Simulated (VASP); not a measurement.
Crystal: CdI2.

```
Cd I
1.0
     4.24400    0.00000    0.00000
    -2.12200    3.67541    0.00000
     0.00000    0.00000    6.85900
Cd I
1 2
Cartesian
  0.0000 0.0000 0.0000
  0.0000 2.4503 1.7093
  2.1220 1.2251 5.1497
```

Base run:

| Property | Result |
| --- | --- |
| Program | VASP 6.6.1 |
| Functional | PBE |
| Potentials or basis | VASP PAW PBE potentials, release 64 (Cd, I) |
| Cutoff | 400 eV |
| k mesh | 8 × 8 × 5 |
| Occupations | fermi-dirac, width 0.03 eV |
| Spin | no spin polarisation |

Its results: band gap on the k mesh 2.37 eV, indirect (least direct gap 2.61 eV); pressure 1.8 GPa; largest force 0.144 eV/Å.

Q: The run is repeated on the same cell with these changes: functional from PBE to r2SCAN; cutoff from 400 eV to 440 eV; dispersion from none to D3(BJ). What comes out?

A: Band gap on the k mesh 2.81 eV, indirect (least direct gap 3.16 eV); pressure 0.4 GPa; largest force 0.080 eV/Å.

Several settings changed at once, so the effect can't be laid on one alone.

Caveats: spin-orbit coupling is left out, which moves the levels of the heavy elements; this functional lacks dispersion, which binds the layers, so the pressure and a relaxed spacing across them are unreliable (some runs); the PAW data sets were made with another functional, which shifts forces and pressure a little (some runs).

A k mesh can miss the band edges.
